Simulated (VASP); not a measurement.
Wanted: the native input for a VASP 6.6.1 run.

```
Task                   : relaxation of cell and atoms
Functional             : LDA
Potentials or basis    : VASP PAW LDA potentials, release 64 (Pd)
Cutoff                 : 600 eV
k mesh                 : 10 × 10 × 10
Occupations            : methfessel-paxton, width 0.05 eV
Spin                   : no spin polarisation
Dipole correction      : no
Further INCAR settings : ALGO = Normal; EDIFF = 1e-07; IBRION = 2; EDIFFG = -0.03; NSW = 80; ISIF = 3
```

The structure of Pd lies in POSCAR:

```
Pd
1.0
    0.0000000000      1.9465000000      1.9465000000
    1.9465000000      0.0000000000      1.9465000000
    1.9465000000      1.9465000000      0.0000000000
Pd
1
Direct
    0.0000000000      0.0000000000      0.0000000000
```

One way to write it, as run:

INCAR

```
SYSTEM = Pd
PREC     = Accurate       ! precision mode
ENCUT    = 600            ! plane-wave cutoff, eV
EDIFF    = 1E-7           ! SCF threshold, eV
ISMEAR   = 1              ! smearing method
SIGMA    = 0.05           ! smearing width, eV
LREAL    = .False.        ! projectors in reciprocal space
LASPH    = .True.         ! aspherical terms in the spheres
NELM     = 60             ! most SCF steps
ALGO     = Normal         ! electronic algorithm
ISIF     = 3              ! what is computed and relaxed
LWAVE    = .False.        ! write WAVECAR
LCHARG   = .False.        ! write CHGCAR
GGA      = CA             ! functional
IBRION   = 2              ! ionic algorithm
NSW      = 80             ! ionic steps
EDIFFG   = -0.03          ! ionic threshold
```

KPOINTS

```
Automatic mesh
0
Gamma
  10 10 10
  0 0 0
```

Potentials or basis: VASP PAW LDA potentials, release 64 (Pd).

Launch:

```sh
$ cat potpaw_LDA.64/Pd/POTCAR > POTCAR
$ mpirun -np 1 vasp_std > vasp.out
```

Results of the run:

```json
{
 "Relaxed volume": "14.16 Å³/atom",
 "Relaxed cell": "a = 2.716 Å, b = 2.716 Å, c = 2.716 Å, α = 60.00°, β = 60.00°, γ = 60.00°",
 "Space group after relaxing (to 0.05 Å)": "Fm-3m (No. 225)",
 "Energy gained by relaxing": "16.6 meV/atom",
 "Ionic steps": "3",
 "Pressure after relaxing": "-0.2 GPa",
 "Band gap on the k mesh": "zero (band 5 reaches 10.64 eV, above the bottom of band 6 at 8.95 eV)"
}
```

Run time: 23 s on 1 thread of Intel Xeon 8259CL (shared host), peak memory 0.14 GiB.
